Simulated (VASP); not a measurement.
## MgO: single point with PBEsol

MgO:

```xyz
4
Lattice="3.5355 0.0000 0.0000 -1.7677 3.0618 0.0000 0.0000 0.0000 4.0970" Properties=species:S:1:pos:R:3 pbc="T T T"
Mg    1.7677    1.1193    3.0727
Mg    0.0000    1.9425    1.0242
O     1.7677    0.9479    1.0242
O     0.0000    2.1139    3.0727
```

This cell differs from its parent crystal: mode 5 frozen in at +0.098 Å, strain +e along z and -e/2 along x and y -0.0233.

```json
{
 "Program": "VASP 6.6.1",
 "Task": "single point",
 "Functional": "PBEsol",
 "Potentials or basis": "VASP PAW PBE potentials, release 64 (Mg, O)",
 "Cutoff": "520 eV",
 "k mesh": "9 × 9 × 6",
 "Occupations": "gaussian, width 0.05 eV",
 "Spin": "no spin polarisation",
 "Dipole correction": "no",
 "Further INCAR settings": "ALGO = Normal; EDIFF = 1e-06; NBANDS = 16"
}
```

```
Pressure               : 0.2 GPa
Largest force          : 0.640 eV/Å
Band gap on the k mesh : 3.25 eV, direct
```

Forces in eV/Å, atoms in the order of the input:
```
Mg   0.000 -0.640  0.000
Mg   0.000  0.640  0.000
O    0.000  0.435  0.000
O    0.000 -0.435  0.000
```

Stress tensor (GPa, compression positive):
```
-1.20  0.00  0.00
 0.00 -3.20  0.00
 0.00  0.00  5.01
```

Levels at points of the mesh, in eV from the valence-band top:
| k point | band 6 | band 7 | band 8 | band 9 | band 10 | band 11 |
| --- | --- | --- | --- | --- | --- | --- |
| (0.00, 0.00, 0.00) | -0.92 | -0.58 | 0.00 | 3.25 | 9.39 | 11.81 |
| (0.00, 0.00, 0.50) | -1.31 | -1.23 | -1.23 | 6.32 | 6.32 | 12.41 |

Wall time 31 s on 1 thread of Intel(R) Xeon(R) Platinum 8488C (Sapphire Rapids), on a shared host, peak memory 0.2 GiB.

Caveat: the cell differs from its parent crystal (mode 5 frozen in at +0.098 Å, strain +e along z and -e/2 along x and y -0.0233); the PAW data sets were made with another functional, which shifts forces and pressure a little.
